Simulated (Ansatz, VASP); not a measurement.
# TlCl in VASP and in Ansatz

File INCAR:

```
PREC = Accurate
ENCUT = 500
EDIFF = 1E-6
ISMEAR = 0
SIGMA = 0.01
LREAL = False
LASPH = True
NELM = 120
ALGO = Normal
ISIF = 2
LWAVE = False
LCHARG = True
GGA = PE
LELF = True
LVHAR = True
NBANDS = 17
GGA_COMPAT = False
```

KPOINTS

```
regular mesh
0
Gamma
  4 4 4
```

File POSCAR:

```
TlCl
1.0
    3.8388256226      0.0000000000      0.0000000000
    0.0000000000      3.8388256226      0.0000000000
    0.0000000000      0.0000000000      3.8388256226
Tl Cl
1 1
Direct
    0.0000000000      0.0000000000      0.0000000000
    0.5000000000      0.5000000000      0.5000000000
```

Input for Ansatz:

```yaml
crystal:
  lattice:
    - [3.8388256226, 0.0, 0.0]
    - [0.0, 3.8388256226, 0.0]
    - [0.0, 0.0, 3.8388256226]
  atoms:
    - { symbol: Tl, position: [0.0, 0.0, 0.0] }
    - { symbol: Cl, position: [0.5, 0.5, 0.5] }
kpoints:
  mp_grid: { grid: [4, 4, 4] }
hamiltonian:
  xc: pbe
scf:
  occupations: { method: fixed }
  n_extra_bands: 4
output:
  forces: true
  stress: true
  eigenvalues: true
```

Alike in both runs: task single point; functional PBE; k mesh 4 × 4 × 4; no spin polarisation.

```csv
,VASP,Ansatz
version,VASP 6.6.1,Ansatz 0.2.0
potentials or method,"VASP PAW PBE potentials, release 64 (Tl_d, Cl)","plane waves, PAW"
plane-wave cutoff (eV),500,420
occupations,"gaussian, width 0.01 eV",fixed
valence electrons in the cell,20,20
```

|  | VASP | Ansatz | Ansatz less VASP |
| --- | --- | --- | --- |
| gap on the k mesh at the Fermi level (eV) | 2.09 | 2.08 | -0.007 |
| pressure (GPa) | 1.2 | 1.3 | +0.07 |

Spin-orbit coupling is off throughout.
